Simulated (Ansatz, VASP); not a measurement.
**Two plane-wave programs on Sn2TeAs2**

Contents of INCAR:

```
SYSTEM = Sn2TeAs2
ALGO = Normal
EDIFF = 1E-7
EDIFFG = -0.04
ENCUT = 600
GGA = PE
IBRION = 2
ISIF = 3
ISMEAR = 0
LASPH = .TRUE.
LCHARG = .FALSE.
LREAL = .FALSE.
LWAVE = .FALSE.
NELM = 80
NSW = 90
PREC = Accurate
SIGMA = 0.1
```

The input KPOINTS:

```
k-points
0
G
  6 6 2
  0 0 0
```

The input POSCAR:

```
Sn2TeAs2
1.0
    4.8019155800      0.0000000000      0.0000000000
   -2.4009577900      4.1585808800      0.0000000000
    0.0000000000      0.0000000000      8.5248690900
Sn Te As
2 1 2
Direct
    0.6666666700      0.3333333300      0.7219373600
    0.3333333300      0.6666666700      0.2780626400
    0.0000000000      0.0000000000      0.0000000000
    0.6666666700      0.3333333300      0.3759044400
    0.3333333300      0.6666666700      0.6240955600
```

Input for Ansatz:

```yaml
crystal:
  lattice:
    - [4.80191558, 0.0, 0.0]
    - [-2.40095779, 4.15858088, 0.0]
    - [0.0, 0.0, 8.52486909]
  atoms:
    - { symbol: Sn, position: [0.66666667, 0.33333333, 0.72193736] }
    - { symbol: Sn, position: [0.33333333, 0.66666667, 0.27806264] }
    - { symbol: Te, position: [0.0, 0.0, 0.0] }
    - { symbol: As, position: [0.66666667, 0.33333333, 0.37590444] }
    - { symbol: As, position: [0.33333333, 0.66666667, 0.62409556] }
basis:
  ecutwfc: 420
kpoints:
  mp_grid: { grid: [6, 6, 2] }
hamiltonian:
  xc: pbe
scf:
  occupations: { method: gaussian, width: 0.1 }
  lower_state_search: "off"
output:
  forces: true
  stress: true
  eigenvalues: true
relax:
  adjacent_minimum: "off"
  f_tol: 0.04
  max_steps: 70
  cell: { stress_tol: 0.4 }
```

Change from the starting cell: species swapped into the SrAl2Si2 type (P-3m1, No. 164).

Alike in both runs: task relaxation of cell and atoms; functional PBE; k mesh 6 × 6 × 2; occupations gaussian, width 0.1 eV; no spin polarisation.

```csv
,VASP,Ansatz
version,VASP 6.6.1,Ansatz 0.2.0
potentials or method,"VASP PAW PBE potentials, release 64 (Sn_d, Te, As), cutoff 600 eV","scalar-relativistic, plane waves, PAW"
valence electrons in the cell,44,74
```

```csv
,VASP,Ansatz,Ansatz less VASP
"gap on the k mesh at the Fermi level, each at its own relaxed structure (eV)",none,none,-
relaxed volume (Å³/atom),26.86,26.75,-0.103
relaxed length of the cell vector where the two differ most in proportion (Å),9.434,9.402,-0.0325
```

A gap of «none» marks a metal or a gap that the smearing closes. VASP's potentials hold 44 valence electrons a cell and Ansatz's 74, so a difference there can come from the potentials and not from the codes.

The k mesh is coarse, so the values compare programs but aren't converged. Spin-orbit coupling is off throughout. Noted on VASP's run: the volume moved by over 15 % at a fixed basis, so the end points are rough.
